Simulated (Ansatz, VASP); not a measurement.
One calculation of ZrO5, two programs

```
Zr O
1.0
     2.87895    0.00000    0.00000
     0.00000    2.87895    0.00000
     0.00000    0.00000   10.66141
Zr O
1 5
Direct
  0.50000 0.50000 0.00000
  0.50000 0.50000 0.44104
  0.50000 0.50000 0.55896
  0.00000 0.00000 0.10423
  0.00000 0.00000 0.89577
  0.00000 0.00000 0.50000
```

Change from the starting cell: species swapped into the Hf5Pb type (P4/mmm, No. 123).

Alike in both runs: functional PBE; k mesh 14 × 14 × 4; occupations gaussian, width 0.1 eV; no spin polarisation.

Ansatz relaxed the structure, and its values are those at the end. VASP's run is a single point on that final structure, the one shown.

```csv
,VASP,Ansatz
version,VASP 6.6.1,Ansatz 0.2.0
potentials or method,"VASP PAW PBE potentials, release 64 (Zr_sv, O), cutoff 520 eV","scalar-relativistic, plane waves, PAW"
valence electrons in the cell,42,42
```

|  | VASP | Ansatz | Ansatz less VASP |
| --- | --- | --- | --- |
| gap on the k mesh at the Fermi level (eV) | none | none | - |
| pressure (GPa) | 0.6 | 0.0 | -0.61 |
| rms of the force components (eV/Å) | 0.288 | 0.003 | -0.2854 |

A gap of «none» marks a metal or a gap that the smearing closes. One of these differences is far larger than is usual between the two programs; its cause wasn't traced.

Noted on VASP's run: the standard files for N, O and F lose accuracy on very short bonds.
